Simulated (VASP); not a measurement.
Runs of VASP 6.6.1 on SnO2. The structure is that of space group R-3m (No. 166), or close to it. The cells are those of the table. 

| cell | gap on the mesh (eV) | pressure (GPa) | largest force (eV/Å) |
| --- | --- | --- | --- |
| a = 5.403 Å, angles 74.1°, 12 atoms | 1.31 | 0.9 | 0.35 |
| a = 5.667 Å, angles 68.9°, 12 atoms | 1.55 | -4.3 | 0.49 |
| a = 5.438 Å, angles 72.2°, 12 atoms | 1.63 | 4.7 | 0.38 |
| a = 5.589 Å, angles 72.4°, 12 atoms | 0.91 | (a) | 0.43 |
| a = 5.703 Å, angles 69.6°, 12 atoms | (c) | (b) | 0.73 |

Alike in all rows: task single point; level LDA; potentials or basis VASP PAW LDA potentials, release 64 (Sn_d, O); no spin polarisation; k mesh 6 × 6 × 6; cutoff (eV) 520; smearing gaussian 0.05 eV.

Task: Fill in the values left out.

Result: (a) -10.5; (b) -9.7; (c) 1.22.

Caveats: spin-orbit coupling is left out, which moves the levels of the heavy elements; the cell stands under tension (at least some runs); the cell stands under pressure (at least some runs); the stress differs along the axes, from -13 to -6 GPa (at least some runs).

A k mesh can miss the band edges, and the runs leave out spin-orbit coupling on Sn.
